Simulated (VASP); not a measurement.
A run of VASP 6.6.1:

INCAR

```
PREC     = Accurate       # precision mode
ENCUT    = 600            # plane-wave cutoff, eV
EDIFF    = 1E-6           # SCF threshold, eV
ISMEAR   = 0              # smearing method
SIGMA    = 0.1            # smearing width, eV
LREAL    = F              # projectors in reciprocal space
LASPH    = T              # aspherical terms in the spheres
NELM     = 200            # most SCF steps
ALGO     = Normal         # electronic algorithm
ISIF     = 2              # what is computed and relaxed
LWAVE    = F              # write WAVECAR
LCHARG   = T              # write CHGCAR
ISPIN    = 2              # spin polarisation
MAGMOM   = 0 1            # initial moments
LORBIT   = 11             # projections on sites
GGA      = PE             # functional
LELF     = T              # ELF
LVHAR    = T            
NBANDS   = 16             # bands
GGA_COMPAT= F
```

The input KPOINTS:

```
Automatic mesh
0
Gamma
  8 8 8
```

Contents of POSCAR:

```
SiN
1.0
    0.0000000000      2.2334539985      2.2334539985
    2.2334539985      0.0000000000      2.2334539985
    2.2334539985      2.2334539985      0.0000000000
Si N
1 1
Direct
    0.0000000000      0.0000000000      0.0000000000
    0.5000000000      0.5000000000      0.5000000000
```

Potentials or basis: VASP PAW PBE potentials, release 64 (Si, N).

Run with:

```console
$ cat potpaw_PBE.64/Si/POTCAR potpaw_PBE.64/N/POTCAR > POTCAR
$ mpirun -np 1 vasp_std > vasp.out
```

Hardware: 1 thread of Intel Xeon 8259CL (shared host).

**Question.** Estimate the wall time of this run.

**Answer.** Wall time 55 s on 1 thread of Intel Xeon 8259CL, on a shared host, peak memory 0.17 GiB. Counts: scf iterations 13, k points 29.
